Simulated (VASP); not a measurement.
Write the native input for VASP 6.6.1 that does the following.

| Property | Result |
| --- | --- |
| Task | single point |
| Functional | PBE |
| Potentials or basis | VASP PAW PBE potentials, release 64 (Ni, Si) |
| Cutoff | 520 eV |
| k mesh | 11 × 11 × 6 |
| Occupations | fermi-dirac, width 0.1 eV |
| Spin | no spin polarisation |
| Dipole correction | no |
| Further INCAR settings | ALGO = Normal; EDIFF = 1e-07; NBANDS = 22 |

The structure of SiNi (NiAs type) lies in POSCAR:

```
SiNi
1.0
    2.9717770294      0.0000000000      0.0000000000
   -1.4858885147      2.5736344018      0.0000000000
    0.0000000000      0.0000000000      4.3075948854
Ni Si
2 2
Direct
    0.0000000000      0.0000000000      0.0000000000
    0.0000000000      0.0000000000      0.5000000000
    0.3333333333      0.6666666667      0.2500000000
    0.6666666667      0.3333333333      0.7500000000
```

This cell differs from its parent crystal: volume scaled by 0.64.

These files were run (other wordings do the same):

INCAR

```
ALGO = Normal ; EDIFF = 1E-7
ENCUT = 520 ; GGA = PE
ISIF = 2 ; ISMEAR = -1
LASPH = T ; LCHARG = T
LELF = T ; LREAL = F
LVHAR = T ; LWAVE = F
NBANDS = 22 ; NELM = 80
PREC = Accurate ; SIGMA = 0.1
```

KPOINTS

```
k-points
0
Gamma
  11 11 6
```

Potentials or basis: VASP PAW PBE potentials, release 64 (Ni, Si).

The run is started by

```bash
$ cat potpaw_PBE.64/Ni/POTCAR potpaw_PBE.64/Si/POTCAR > POTCAR
$ mpirun -np 1 vasp_std > vasp.out
```

Results of the run:

| Property | Result |
| --- | --- |
| Pressure | 194.7 GPa |
| Band gap on the k mesh | zero (band 14 reaches 22.58 eV, above the bottom of band 15 at 15.03 eV) |

Run time: 32 s on 1 thread of AMD EPYC 9R45 96-Core Processor (Zen 5), with other jobs on the host, peak memory 0.14 GiB.
